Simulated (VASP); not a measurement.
# Ni2Ge (P6_3/mmc) in VASP: a series of runs, part 2 of 2

VASP 6.6.1. Earlier steps stand in the parts before.

### 4 Relaxation of cell and atoms, PBEsol, target pressure -3 GPa, at which the enthalpy is minimised

This run uses another cell than the first one, of 11.75 Å³/atom.

The input, INCAR:

```
  PREC = Accurate
  ENCUT = 600
  EDIFF = 1E-6
  ISMEAR = 0
  SIGMA = 0.1
  LREAL = F
  LASPH = T
  NELM = 80
  ALGO = Fast
  ISIF = 3
  LWAVE = F
  LCHARG = F
  GGA = PS
  IBRION = 2
  NSW = 70
  EDIFFG = -0.008
  PSTRESS = -30.0
  LUSENCCL = F
```

The input, KPOINTS:

```
regular mesh
0
Gamma
  12 12 8
```

The input, POSCAR:

```
Ni2Ge
1.0
    4.0096942680      0.0000000000      0.0000000000
   -2.0048471340      3.4724970975      0.0000000000
    0.0000000000      0.0000000000      5.0616901933
Ni Ge
4 2
Direct
    0.6666666667      0.3333333333      0.2500000000
    0.3333333333      0.6666666667      0.7500000000
    0.0000000000      0.0000000000      0.0000000000
    0.0000000000      0.0000000000      0.5000000000
    0.6666666667      0.3333333333      0.7500000000
    0.3333333333      0.6666666667      0.2500000000
```

Potentials or basis: VASP PAW PBE potentials, release 64 (Ni, Ge_d).

The run is started by

```
$ cat potpaw_PBE.64/Ni/POTCAR potpaw_PBE.64/Ge_d/POTCAR > POTCAR
$ mpirun -np 1 vasp_std > vasp.out
```

OUTCAR:

```text
PREC = Accurate
   ENCUT = 600
   EDIFF = 1E-6
   ISMEAR = 0
   LREAL = F
   LASPH = T
   NELM = 80
   ISIF = 3
   GGA = PS
   IBRION = 2
   NSW = 70
   EDIFFG = -0.008
   PSTRESS = -30.0

 ion  position               nearest neighbor table
   1  0.667  0.333  0.250-   6 2.31   6 2.31   6 2.31   5 2.53   5 2.53   3 2.64   4 2.64   3 2.64
                             4 2.64   3 2.64   4 2.64
   2  0.333  0.667  0.750-   5 2.31   5 2.31   5 2.31   6 2.53   6 2.53   3 2.64   4 2.64   4 2.64
                             3 2.64   4 2.64   3 2.64
   3  0.000  0.000  0.000-   4 2.53   4 2.53   1 2.64   5 2.64   6 2.64   2 2.64   1 2.64   5 2.64
                             2 2.64   6 2.64   1 2.64   5 2.64   2 2.64   6 2.64
   4  0.000  0.000  0.500-   3 2.53   3 2.53   1 2.64   5 2.64   6 2.64   2 2.64   1 2.64   5 2.64
                             2 2.64   6 2.64   1 2.64   5 2.64   2 2.64   6 2.64
   5  0.667  0.333  0.750-   2 2.31   2 2.31   2 2.31   1 2.53   1 2.53   3 2.64   4 2.64   3 2.64
                             4 2.64   3 2.64   4 2.64
   6  0.333  0.667  0.250-   1 2.31   1 2.31   1 2.31   2 2.53   2 2.53   3 2.64   4 2.64   4 2.64
                             3 2.64   4 2.64   3 2.64

  LATTYP: Found a hexagonal cell.
[... 204 lines left out ...]
 k-point     1 :       0.0000    0.0000    0.0000
  band No.  band energies     occupation
      1     -14.8669      2.00000
      2     -14.8578      2.00000
      3     -14.8361      2.00000
      4     -14.8361      2.00000
      5     -14.8057      2.00000
      6     -14.8057      2.00000
[... 1106 lines left out ...]
--------------------------------------- Ionic step        3  -------------------------------------------

 number of electron      67.9999978 magnetization

 Free energy of the ion-electron system (eV)
  ---------------------------------------------------
  ext. energy  EPLUGINS =         0.00000000
  ---------------------------------------------------
  free energy    TOTEN  =       -36.47171158 eV

  energy without entropy =      -36.45192317  energy(sigma->0) =      -36.46181738

 E-fermi :  10.0584     XC(G=0): -13.4081

 val. band max:       10.0519514973   @ k =   0.1667   0.1667   0.3750
 cond. band min:      10.0641679693   @ k =   0.2500   0.1667   0.3750
 fundamental gap:      0.0122164720
 Fermi energy:        10.0584294813

 k-point     1 :       0.0000    0.0000    0.0000
  band No.  band energies     occupation
      1     -14.7045      2.00000
      2     -14.6951      2.00000
      3     -14.6733      2.00000
      4     -14.6733      2.00000
      5     -14.6416      2.00000
      6     -14.6416      2.00000
[... 1060 lines left out ...]
  energy  without entropy=      -36.4519231693  energy(sigma->0) =      -36.46181738

  enthalpy is  TOTEN    =       -37.7759569711 eV   P V=       -1.3042453898

 reached required accuracy - stopping structural energy minimisation
```

CONTCAR:

```text
Ni2Ge
    1.000000000000000
     3.9922301371635065    0.0000000000000000    0.0000000000000000
    -1.9961150685817532    3.4573727165405064   -0.0000000000000000
     0.0000000000000000   -0.0000000000000000    5.0464603884460715
  Ni              Ge
     4     2
Direct
     0.6666666667000030    0.3333333332999970    0.2500000000000000
     0.3333333332999970    0.6666666667000030    0.7500000000000000
     0.0000000000000000    0.0000000000000000    1.0000000000000000
     0.0000000000000000    0.0000000000000000    0.5000000000000000
     0.6666666667000030    0.3333333332999970    0.7500000000000000
     0.3333333332999970    0.6666666667000030    0.2500000000000000

  0.00000000E+00  0.00000000E+00  0.00000000E+00
  0.00000000E+00  0.00000000E+00  0.00000000E+00
  0.00000000E+00  0.00000000E+00  0.00000000E+00
  0.00000000E+00  0.00000000E+00  0.00000000E+00
  0.00000000E+00  0.00000000E+00  0.00000000E+00
  0.00000000E+00  0.00000000E+00  0.00000000E+00
```

It took 5 min on 1 × NVIDIA H100 80GB with 1 thread of AMD EPYC 7R13 (Zen 3), shared host; peak memory 1.4 GiB.

Results:

| Item | Value |
| --- | --- |
| Free energy | -36.4717 eV |
| Relaxed volume | 11.61 Å³/atom |
| Relaxed cell | a = 3.992 Å, b = 3.992 Å, c = 5.046 Å, α = 90.00°, β = 90.00°, γ = 120.00° |
| Space group after relaxing (to 0.1 Å) | P6_3/mmc (No. 194) |
| Energy change on relaxing (the run minimises the enthalpy) | -3.5 meV/atom |
| Ionic steps | 3 |
| Pressure after relaxing | -3.0 GPa |
| Band gap on the k mesh | zero (bands 34 and 35 overlap by 2.71 eV) |

Step by step:
```
step  energy change (eV)  largest force (eV/Å)  pressure (GPa)  volume (Å³)
   1              0.0000                0.0000           -5.16        70.48
   2             -0.0305                0.0000           -0.84        68.87
   3             -0.0212                0.0000           -3.00        69.65
```

Final structure:
```yaml
crystal:
  lattice:
    - [3.99223, 0.00000, 0.00000]
    - [-1.99612, 3.45737, 0.00000]
    - [0.00000, 0.00000, 5.04646]
  atoms:
    - { symbol: Ni, position: [0.66667, 0.33333, 0.25000] }
    - { symbol: Ni, position: [0.33333, 0.66667, 0.75000] }
    - { symbol: Ni, position: [0.00000, 0.00000, 0.00000] }
    - { symbol: Ni, position: [0.00000, 0.00000, 0.50000] }
    - { symbol: Ge, position: [0.66667, 0.33333, 0.75000] }
    - { symbol: Ge, position: [0.33333, 0.66667, 0.25000] }
```

Caveat: the cell is relaxed towards a set pressure, so the run minimises the enthalpy, not the energy; the PAW data sets were made with another functional, which shifts forces and pressure a little. Spin polarisation is off, so any magnetic state and its effect on volume and gap are missing.

### 5 Relaxation of cell and atoms, PBEsol, target pressure 30 GPa, at which the enthalpy is minimised

This run uses another cell than the first one, of 10.16 Å³/atom.

The input, INCAR:

```
  PREC = Accurate
  ENCUT = 600
  EDIFF = 1E-6
  ISMEAR = 0
  SIGMA = 0.1
  LREAL = False
  LASPH = True
  NELM = 100
  ALGO = Fast
  ISIF = 3
  LWAVE = False
  LCHARG = False
  GGA = PS
  IBRION = 2
  NSW = 70
  EDIFFG = -0.008
  PSTRESS = 300.0
```

The input, KPOINTS:

```
Automatic mesh
0
Gamma
  12 12 8
```

Changes to POSCAR since step 4:

```diff
@@ -2,5 +2,5 @@
 1.0
-    4.0096942680      0.0000000000      0.0000000000
-   -2.0048471340      3.4724970975      0.0000000000
-    0.0000000000      0.0000000000      5.0616901933
+    3.8295856051      0.0000000000      0.0000000000
+   -1.9147928025      3.3165184200      0.0000000000
+    0.0000000000      0.0000000000      4.7995728033
 Ni Ge
```

The run is started by

```
$ cat potpaw_PBE.64/Ni/POTCAR potpaw_PBE.64/Ge_d/POTCAR > POTCAR
$ mpirun -np 1 vasp_std > vasp.out
```

Wall time 12 min (1 thread of Intel Xeon Platinum 8488C (Sapphire Rapids), shared host); peak memory 0.37 GiB.

It converged, with:

- Free energy: -35.8600 eV
- Relaxed volume: 10.20 Å³/atom
- Relaxed cell: a = 3.841 Å, b = 3.841 Å, c = 4.790 Å, α = 90.00°, β = 90.00°, γ = 120.00°
- Space group after relaxing (to 0.1 Å): P6_3/mmc (No. 194)
- Energy change on relaxing (the run minimises the enthalpy): -8.2 meV/atom
- Ionic steps: 5
- Pressure after relaxing: 29.9 GPa
- Band gap on the k mesh: zero (bands 34 and 35 overlap by 3.28 eV)

Step by step:
| step | energy change (eV) | largest force (eV/Å) | pressure (GPa) | volume (Å³) |
| --- | --- | --- | --- | --- |
| 1 | 0.0000 | 0.0000 | 31.47 | 60.96 |
| 2 | -0.1508 | 0.0000 | 26.72 | 61.78 |
| 3 | -0.0609 | 0.0000 | 29.66 | 61.27 |
| 4 | -0.0458 | 0.0000 | 30.12 | 61.19 |
| 5 | -0.0490 | 0.0000 | 29.92 | 61.21 |

Final structure:
```xyz
6
Lattice="3.8412 0.0000 0.0000 -1.9206 3.3266 0.0000 0.0000 0.0000 4.7900" Properties=species:S:1:pos:R:3 pbc="T T T"
Ni    1.9206    1.1089    1.1975
Ni    0.0000    2.2177    3.5925
Ni    0.0000    0.0000    0.0000
Ni    0.0000    0.0000    2.3950
Ge    1.9206    1.1089    3.5925
Ge    0.0000    2.2177    1.1975
```

Levels at points of the mesh, in eV from the Fermi level:
```csv
k point,band 30,band 31,band 32,band 33,band 34,band 35,band 36,band 37,band 38,band 39
"(0.00, 0.00, 0.00)",-1.21,-0.71,-0.71,0.21,2.60,2.98,2.98,3.05,3.05,3.40
"(0.50, 0.00, 0.00)",-1.55,-1.39,-1.38,-1.18,-0.76,-0.59,1.07,1.96,3.46,4.04
"(0.00, 0.00, 0.50)",-1.34,-1.34,-1.34,1.91,1.91,3.58,3.58,3.58,3.58,4.88
"(0.50, 0.00, 0.50)",-1.78,-1.42,-1.42,-0.98,-0.98,0.99,0.99,2.98,2.98,6.85
```

Caveat: the cell is relaxed towards a set pressure, so the run minimises the enthalpy, not the energy; the PAW data sets were made with another functional, which shifts forces and pressure a little.

### 6 Overview

| cell | gap on the mesh (eV) | pressure (GPa) |
| --- | --- | --- |
| relaxed to 8 GPa from a = 3.925, b = 3.925, c = 4.948 Å, angles 90.0, 90.0, 120.0°, 6 atoms | none | 7.9 |
| relaxed to 3 GPa from a = 3.935, b = 3.935, c = 4.967 Å, angles 90.0, 90.0, 120.0°, 6 atoms | none | 3.0 |
| relaxed to -3 GPa from a = 4.010, b = 4.010, c = 5.062 Å, angles 90.0, 90.0, 120.0°, 6 atoms | none | -3.0 |
| relaxed to 30 GPa from a = 3.830, b = 3.830, c = 4.800 Å, angles 90.0, 90.0, 120.0°, 6 atoms | none | 29.9 |

Alike in all rows: task relaxation of cell and atoms; level PBEsol; potentials or basis VASP PAW PBE potentials, release 64 (Ni, Ge_d); no spin polarisation; k mesh 12 × 12 × 8; cutoff (eV) 600; smearing gaussian 0.1 eV.

Caveats: the cell is relaxed towards a set pressure, so the run minimises the enthalpy, not the energy; the PAW data sets were made with another functional, which shifts forces and pressure a little.

Absolute energies hang on the potentials; compare differences alone.
